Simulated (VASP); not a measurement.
A run of VASP 6.6.1:

INCAR

```
PREC = Accurate
ENCUT = 520
EDIFF = 1E-6
ISMEAR = 0
SIGMA = 0.05
LREAL = False
LASPH = True
NELM = 80
ALGO = Normal
ISIF = 2
LWAVE = False
LCHARG = False
GGA = PE
NBANDS = 17
```

KPOINTS

```
Automatic mesh
0
Gamma
  10 10 10
```

File POSCAR:

```
SnSe
1.0
    0.0000000000      2.9913380000      2.9913380000
    2.9913380000      0.0000000000      2.9913380000
    2.9913380000      2.9913380000      0.0000000000
Sn Se
1 1
Direct
    0.0000000000      0.0000000000      0.0000000000
    0.5000000000      0.5000000000      0.5000000000
```

Potentials or basis: VASP PAW PBE potentials, release 64 (Sn_d, Se).

Run with:

```sh
$ cat potpaw_PBE.64/Sn_d/POTCAR potpaw_PBE.64/Se/POTCAR > POTCAR
$ mpirun -np 1 vasp_std > vasp.out
```

Hardware: 1 thread of Intel(R) Xeon(R) 6975P-C (Granite Rapids) (shared host).

**Question.** Estimate the wall time of this run.

**Answer.** Wall time 11 s on 1 thread of Intel(R) Xeon(R) 6975P-C (Granite Rapids), on a shared host, peak memory 0.2 GiB. Counts: scf iterations 12, k points 47.
